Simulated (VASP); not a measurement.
# ZrTi3C4 (I4/mmm) in VASP: settings compared, part 2 of 2

VASP 6.6.1. Earlier steps stand in the parts before.

## (3) Single point, PBE (10.30 Å³/atom)

This run uses another cell than the first one, of 10.30 Å³/atom.

INCAR reads:

```
SYSTEM = ZrTi3C4
PREC = Accurate
ENCUT = 520
EDIFF = 1E-6
ISMEAR = 0
SIGMA = 0.1
LREAL = .False.
LASPH = .True.
NELM = 100
ALGO = Normal
ISIF = 2
LWAVE = .False.
LCHARG = .True.
GGA = PE
LELF = .True.
LVHAR = .True.
NBANDS = 42
```

KPOINTS reads:

```
regular mesh
0
Gamma
  12 12 12
  0 0 0
```

POSCAR reads:

```
ZrTi3C4
1.0
   -2.1782642769      2.1782642769      4.3410435395
    2.1782642769     -2.1782642769      4.3410435395
    2.1782642769      2.1782642769     -4.3410435395
Zr Ti C
1 3 4
Direct
    0.5000000000      0.5000000000      0.0000000000
    0.0000000000      0.0000000000      0.0000000000
    0.7500000000      0.2500000000      0.5000000000
    0.2500000000      0.7500000000      0.5000000000
    0.2436469004      0.2436469004      0.0000000000
    0.0000000000      0.5000000000      0.5000000000
    0.7563530996      0.7563530996      0.0000000000
    0.5000000000      0.0000000000      0.5000000000
```

Potentials or basis: VASP PAW PBE potentials, release 64 (Zr_sv, Ti_sv, C).

Run with:

```sh
> cat potpaw_PBE.64/Zr_sv/POTCAR potpaw_PBE.64/Ti_sv/POTCAR potpaw_PBE.64/C/POTCAR > POTCAR
> mpirun -np 1 vasp_std > vasp.out
```

OUTCAR:

```text
SYSTEM = ZrTi3C4
   PREC = Accurate
   ENCUT = 520
   EDIFF = 1E-6
   ISMEAR = 0
   LREAL = .False.
   LASPH = .True.
   NELM = 100
   ISIF = 2
   GGA = PE

 ion  position               nearest neighbor table
   1  0.500  0.500  0.000-   6 2.18   8 2.18   8 2.18   6 2.18   7 2.23   5 2.23   4 3.08   4 3.08
                             3 3.08   3 3.08   3 3.08   4 3.08   3 3.08   4 3.08   2 3.08   2 3.08
   2  0.000  0.000  0.000-   5 2.12   7 2.12   6 2.18   8 2.18   6 2.18   8 2.18   1 3.08   1 3.08
                             1 3.08   1 3.08
   3  0.750  0.250  0.500-   6 2.17   8 2.17   7 2.18   5 2.18   7 2.18   5 2.18   1 3.08   1 3.08
                             1 3.08   1 3.08
   4  0.250  0.750  0.500-   6 2.17   8 2.17   7 2.18   5 2.18   7 2.18   5 2.18   1 3.08   1 3.08
                             1 3.08   1 3.08
   5  0.244  0.244  0.000-   2 2.12   4 2.18   3 2.18   3 2.18   4 2.18   1 2.23
   6  0.000  0.500  0.500-   3 2.17   4 2.17   1 2.18   2 2.18   2 2.18   1 2.18
   7  0.756  0.756  0.000-   2 2.12   3 2.18   4 2.18   3 2.18   4 2.18   1 2.23
   8  0.500  0.000  0.500-   3 2.17   4 2.17   1 2.18   2 2.18   1 2.18   2 2.18

  LATTYP: Found a body centered tetragonal cell.
 ALAT       =     4.3565285538
 C/A-ratio  =     1.9928911223

  Lattice vectors:

 A1 = (  -2.1782642769,   2.1782642769,   4.3410435395)
 A2 = (   2.1782642769,  -2.1782642769,   4.3410435395)
 A3 = (   2.1782642769,   2.1782642769,  -4.3410435395)

Analysis of symmetry for initial positions (statically):
=====================================================================
 Subroutine PRICEL returns:
 Original cell was already a primitive cell.

 Routine SETGRP: Setting up the symmetry group for a
 body centered tetragonal supercell.

 Subroutine GETGRP returns: Found 16 space group operations
 (whereof 16 operations were pure point group operations)
 out of a pool of 16 trial point group operations.

The static configuration has the point symmetry D_4h.

Analysis of symmetry for dynamics (positions and initial velocities):
=====================================================================
 Subroutine PRICEL returns:
 Original cell was already a primitive cell.

 Routine SETGRP: Setting up the symmetry group for a
 body centered tetragonal supercell.

 Subroutine GETGRP returns: Found 16 space group operations
 (whereof 16 operations were pure point group operations)
 out of a pool of 16 trial point group operations.

The dynamic configuration has the point symmetry D_4h.

 Subroutine INISYM returns: Found 16 space group operations
 (whereof 16 operations are pure point group operations),
 and found     1 'primitive' translations

----------------------------------------------------------------------------------------

                                     Primitive cell

  volume of cell :      82.3901

  direct lattice vectors                    reciprocal lattice vectors
    -2.178264277  2.178264277  4.341043540     0.000000000  0.229540559  0.115179679
     2.178264277 -2.178264277  4.341043540     0.229540559  0.000000000  0.115179679
     2.178264277  2.178264277 -4.341043540     0.229540559  0.229540559  0.000000000

  length of vectors
     5.323000050  5.323000050  5.323000050     0.256817497  0.256817497  0.324619372

[... 71 lines left out ...]
  0.500000  0.166667  0.000000     16.000000
 -0.416667  0.166667  0.000000     16.000000
 [... further k-points ...]
   k-points           NKPTS =    163   k-points in BZ     NKDIM =    163   number of bands    NBANDS=     42
   number of dos      NEDOS =    301   number of ions     NIONS =      8
   total plane-waves  NPLWV =  64000
   dimension x,y,z NGX =    40 NGY =   40 NGZ =   40
   dimension x,y,z NGXF=    80 NGYF=   80 NGZF=   80
   ions per type =               1   3   4
   NGX,Y,Z   is equivalent  to a cutoff of  12.49, 12.49, 12.49 a.u.
   NGXF,Y,Z  is equivalent  to a cutoff of  24.99, 24.99, 24.99 a.u.
 SYSTEM =  ZrTi3C4
   PREC   = accura    normal or accurate (medium, high low for compatibility)
   ISTART =      0    job   : 0-new  1-cont  2-samecut
   ICHARG =      2    charge: 1-file 2-atom 10-const
   ISPIN  =      1    spin polarized calculation?
   LNONCOLLINEAR =      F non collinear calculations
   LSORBIT =      F    spin-orbit coupling
   LASPH  =      T    aspherical Exc in radial PAW
   ENCUT  =  520.0 eV  38.22 Ry    6.18 a.u.   9.90  9.90  9.90*2*pi/ulx,y,z
   NELM   =    100;   NELMIN=  2; NELMDL= -5     # of ELM steps
   EDIFF  = 0.1E-05   stopping-criterion for ELM
   LREAL  =      F    real-space projection
   EDIFFG = 0.1E-04   stopping-criterion for IOM
   NSW    =      0    number of steps for IOM
   IBRION =     -1    ionic relax: 0-MD 1-quasi-New 2-CG
   NFREE  =      0    steps in history (QN), initial steepest desc. (CG)
   ISIF   =      2    stress and relaxation
   ISYM   =      2    0-nonsym 1-usesym 2-fastsym
   POTIM  = 0.5000    time-step for ionic-motion
   TEBEG  =    0.0;   TEEND  =   0.0 temperature during run
   PSTRESS=    0.0 pullay stress
   NELECT =      64.0000    total number of electrons
   NUPDOWN=      -1.0000    fix difference up-down
   EMIN   =  10.00;   EMAX   =-10.00  energy-range for DOS
   EFERMI =   0.00;   METHOD = LEGACY
   ISMEAR =     0;   SIGMA  =   0.10  broadening in eV -4-tet -1-fermi 0-gaus
   EFERMI_NEDOS =   21; number of points for ismear=-14 and -15
   IALGO  =     38    algorithm
   IMIX   =      4    mixing-type and parameters
     AMIX     =   0.40;   BMIX     =  1.00
     AMIX_MAG =   1.60;   BMIX_MAG =  1.00
  volume/ion in A,a.u.               =      10.30        69.50
  Fermi-wavevector in a.u.,A,eV,Ry     =   1.504907  2.843862 30.813737  2.264746
  Thomas-Fermi vector in A             =   2.615825
   LORBIT       =      0    0 simple, 1 ext, 2 COOP (PROOUT), +10 PAW based schemes
   GGA     = PE    functional components
   LHFCALC =     F    Hartree Fock is set to
   AEXX    =    0.0000 exact exchange contribution
   IVDW    =     0    specifies the selected vdW correction
   LEPSILON=     F    determine dielectric tensor
   LRPA    =     F    only Hartree local field effects (RPA)
 non-spin polarized calculation
 Gauss-broadening in eV      SIGMA  =   0.10
  energy-cutoff  :      520.00
  volume of cell :       82.39
 maximum number of plane-waves:      2244
   NGX = 19   NGY = 19   NGZ = 19

 number of electron      64.0000010 magnetization

 Free energy of the ion-electron system (eV)
  ---------------------------------------------------
  ext. energy  EPLUGINS =         0.00000000
  ---------------------------------------------------
  free energy    TOTEN  =       -74.77824204 eV

  energy without entropy =      -74.77171800  energy(sigma->0) =      -74.77498002

 E-fermi :  10.1153     XC(G=0): -12.8051

 val. band max:       10.1055199971   @ k =   0.1667  -0.0000   0.0000
 cond. band min:      10.1154857992   @ k =  -0.4167   0.4167   0.3333
 fundamental gap:      0.0099658021
 Fermi energy:        10.1153463259

 k-point     1 :       0.0000    0.0000    0.0000
  band No.  band energies     occupation
      1     -46.4538      2.00000
      2     -46.3994      2.00000
      3     -46.3179      2.00000
      4     -37.1986      2.00000
      5     -22.8509      2.00000
      6     -22.8232      2.00000
[... 1069 lines left out ...]
     41      13.7497      0.00000
     42      14.3924      0.00000

 [... further k-points ...]

------------------------ aborting loop because EDIFF is reached ----------------------------------------

  FORCE on cell =-STRESS in cart. coord.  units (eV):
  Direction    XX          YY          ZZ          XY          YZ          ZX
  --------------------------------------------------------------------------------------
  -------------------------------------------------------------------------------------
  Total        8.6539439      8.6539439      8.6848886      0.0000000      0.0000000      0.0000000
  in kB      168.2865411    168.2865411    168.8882989      0.0000000      0.0000000      0.0000000
  external PRESSURE =     168.4871271 kB  Pullay stress =       0.0000000 kB

 VOLUME and BASIS-vectors are now :
 -----------------------------------------------------------------------------
  energy-cutoff  :      520.00
  volume of cell :       82.39
      direct lattice vectors                 reciprocal lattice vectors
    -2.178264277  2.178264277  4.341043540     0.000000000  0.229540559  0.115179679
     2.178264277 -2.178264277  4.341043540     0.229540559  0.000000000  0.115179679
     2.178264277  2.178264277 -4.341043540     0.229540559  0.229540559  0.000000000

 POSITION                                       TOTAL-FORCE (eV/Angst)
 -----------------------------------------------------------------------------------
      0.00000      0.00000      4.34104         0.000000      0.000000     -0.000000
      0.00000      0.00000      0.00000         0.000000      0.000000     -0.000000
      0.00000      2.17826      2.17052         0.000000      0.000000      0.000000
      2.17826      0.00000      2.17052         0.000000      0.000000      0.000000
      0.00000      0.00000      2.11536        -0.000000     -0.000000     -0.002265
      2.17826      0.00000      0.00000         0.000000      0.000000     -0.000000
      0.00000      0.00000      6.56672        -0.000000     -0.000000      0.002265
      0.00000      2.17826      0.00000         0.000000      0.000000     -0.000000
 -----------------------------------------------------------------------------------
    total drift:                               -0.000000     -0.000000      0.000000

  FREE ENERGIE OF THE ION-ELECTRON SYSTEM (eV)
  ---------------------------------------------------
  free  energy   TOTEN  =       -74.7782420388 eV

  energy  without entropy=      -74.7717180049  energy(sigma->0) =      -74.77498002
```

It took 8 min on 1 thread of AMD EPYC 9R45 (Zen 5), shared host; peak memory 0.56 GiB.

Results:

| Quantity | Value |
| --- | --- |
| Free energy | -74.7782 eV |
| Pressure | 16.8 GPa |
| Band gap on the k mesh | zero (bands 32 and 33 overlap by 1.10 eV) |

Forces on the atoms (eV/Å):
```
Zr   0.000  0.000  0.000
Ti   0.000  0.000  0.000
Ti   0.000  0.000  0.000
Ti   0.000  0.000  0.000
C    0.000  0.000 -0.002
C    0.000  0.000  0.000
C    0.000  0.000  0.002
C    0.000  0.000  0.000
```

Levels at points of the mesh, in eV from the Fermi level:
```tsv
k point	band 28	band 29	band 30	band 31	band 32	band 33	band 34	band 35	band 36	band 37
(0.00, 0.00, 0.00)	-1.83	0.11	0.11	0.73	0.73	0.76	1.45	1.45	1.46	1.84
(0.50, 0.00, 0.00)	-2.31	-2.05	-1.83	-1.82	-1.60	1.13	1.22	2.46	2.60	2.77
(0.50, 0.50, 0.00)	-2.98	-2.95	-2.72	-2.58	-2.31	2.03	2.49	2.92	3.07	3.10
(0.50, 0.50, 0.50)	-0.66	-0.50	-0.50	-0.44	-0.44	-0.29	0.21	0.21	0.34	2.12
```

Caveat: the cell stands under pressure.

## (4) Single point, r2SCAN

This run uses another cell than the first one, of 10.96 Å³/atom.

POSCAR reads:

```
ZrTi3C4
1.0
   -2.2242579000      2.2242579000      4.4291169000
    2.2242579000     -2.2242579000      4.4291169000
    2.2242579000      2.2242579000     -4.4291169000
Zr Ti C
1 3 4
Direct
    0.5000000000      0.5000000000      0.0000000000
    0.0000000000      0.0000000000      0.0000000000
    0.7500000000      0.2500000000      0.5000000000
    0.2500000000      0.7500000000      0.5000000000
    0.2439420000      0.2439420000      0.0000000000
    0.0000000000      0.5000000000      0.5000000000
    0.7560580000      0.7560580000      0.0000000000
    0.5000000000      0.0000000000      0.5000000000
```

INCAR.step1 reads:

```
ALGO     = Normal         # electronic algorithm
EDIFF    = 1E-4           # SCF threshold, eV
ENCUT    = 520            # plane-wave cutoff, eV
GGA      = PE             # functional
ISMEAR   = 0              # smearing method
LASPH    = True           # aspherical terms in the spheres
LCHARG   = False          # write CHGCAR
LREAL    = False          # projectors in reciprocal space
LWAVE    = True           # write WAVECAR
NBANDS   = 42             # bands
NELM     = 60             # most SCF steps
PREC     = Accurate       # precision mode
SIGMA    = 0.1            # smearing width, eV
```

INCAR.step2 reads:

```
ALGO     = Normal         # electronic algorithm
EDIFF    = 1E-6           # SCF threshold, eV
ENCUT    = 520            # plane-wave cutoff, eV
ISIF     = 2              # what is computed and relaxed
ISMEAR   = 0              # smearing method
ISTART   = 1            
LASPH    = True           # aspherical terms in the spheres
LCHARG   = True           # write CHGCAR
LELF     = True           # ELF
LMIXTAU  = True         
LREAL    = False          # projectors in reciprocal space
LVHAR    = True         
LWAVE    = False          # write WAVECAR
METAGGA  = R2SCAN         # meta-GGA
NBANDS   = 42             # bands
NELM     = 60             # most SCF steps
PREC     = Accurate       # precision mode
SIGMA    = 0.1            # smearing width, eV
```

KPOINTS reads:

```
k-points
0
Gamma
  12 12 12
```

Run with:

```sh
> cat potpaw_PBE.64/Zr_sv/POTCAR potpaw_PBE.64/Ti_sv/POTCAR potpaw_PBE.64/C/POTCAR > POTCAR
> cp INCAR.step1 INCAR
> mpirun -np 1 vasp_std > vasp.out
> cp INCAR.step2 INCAR
> mpirun -np 1 vasp_std > vasp.out
```

It took 22 min on 1 thread of Intel Xeon 6975P-C (Granite Rapids), shared host; peak memory 0.63 GiB.

It converged, with:

| Property | Result |
| --- | --- |
| Free energy | -108.7491 eV |
| Pressure | 0.2 GPa |
| Largest force | 0.008 eV/Å |
| Band gap on the k mesh | zero (bands 32 and 33 overlap by 1.29 eV) |

Forces in eV/Å, atoms in the order of the input:
```
Zr   0.000  0.000  0.000
Ti   0.000  0.000  0.000
Ti   0.000  0.000  0.000
Ti   0.000  0.000  0.000
C    0.000  0.000 -0.008
C    0.000  0.000  0.000
C    0.000  0.000  0.008
C    0.000  0.000  0.000
```

Levels at points of the mesh, in eV from the Fermi level:
| k point | band 29 | band 30 | band 31 | band 32 | band 33 | band 34 | band 35 | band 36 |
| --- | --- | --- | --- | --- | --- | --- | --- | --- |
| (0.00, 0.00, 0.00) | -0.07 | -0.07 | 0.86 | 0.86 | 0.90 | 1.37 | 1.37 | 1.38 |
| (0.50, 0.00, 0.00) | -1.98 | -1.91 | -1.88 | -1.60 | 1.21 | 1.32 | 2.47 | 2.54 |
| (0.50, 0.50, 0.00) | -2.98 | -2.76 | -2.66 | -2.35 | 2.07 | 2.53 | 2.88 | 2.98 |
| (0.50, 0.50, 0.50) | -0.51 | -0.51 | -0.49 | -0.44 | -0.43 | 0.05 | 0.05 | 0.15 |

Caveat: the PAW data sets were made with another functional, which shifts forces and pressure a little.

## (5) Summary

```csv
level,cell,gap on the mesh (eV),pressure (GPa)
PBE,"a = 5.266 Å, angles 131.7, 131.7, 70.7°, 8 atoms, atomic positions A",none,27.3
PBE,"a = 5.323 Å, angles 131.7, 131.7, 70.7°, 8 atoms, atomic positions B",none,16.8
r2SCAN,"a = 5.432 Å, angles 131.7, 131.7, 70.8°, 8 atoms, atomic positions C",none,0.2
```

Alike in all rows: task single point; potentials or basis VASP PAW PBE potentials, release 64 (Zr_sv, Ti_sv, C); no spin polarisation; k mesh 12 × 12 × 12; cutoff (eV) 520; smearing gaussian 0.1 eV.

Caveats: the cell stands under pressure (at least some runs); the PAW data sets were made with another functional, which shifts forces and pressure a little (at least some runs).

Absolute energies hang on the potentials; compare differences alone.
